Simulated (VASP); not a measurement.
Runs of VASP 6.6.1 on Rb. The structure is that of space group Im-3m (No. 229), or close to it. The cells are those of the table. 

| cell | gap on the mesh (eV) | pressure (GPa) |
| --- | --- | --- |
| a = 4.666 Å, angles 109.5°, 1 atom | none | (a) |
| a = 4.471 Å, angles 109.5°, 1 atom | none | 1.0 |
| a = 5.249 Å, angles 109.5°, 1 atom | none | -0.5 |
| a = 5.055 Å, angles 109.5°, 1 atom | none | -0.3 |

Alike in all rows: task single point; level PBEsol; potentials or basis VASP PAW PBE potentials, release 64 (Rb_sv); no spin polarisation; k mesh 12 × 12 × 12; cutoff (eV) 520; smearing gaussian 0.15 eV.

Fill in the values left out.

(a) 0.4.

Caveats: the PAW data sets were made with another functional, which shifts forces and pressure a little.

A k mesh can miss the band edges, and the runs leave out spin-orbit coupling on Rb.

A gap of «none» marks levels without a gap at the run's occupations.
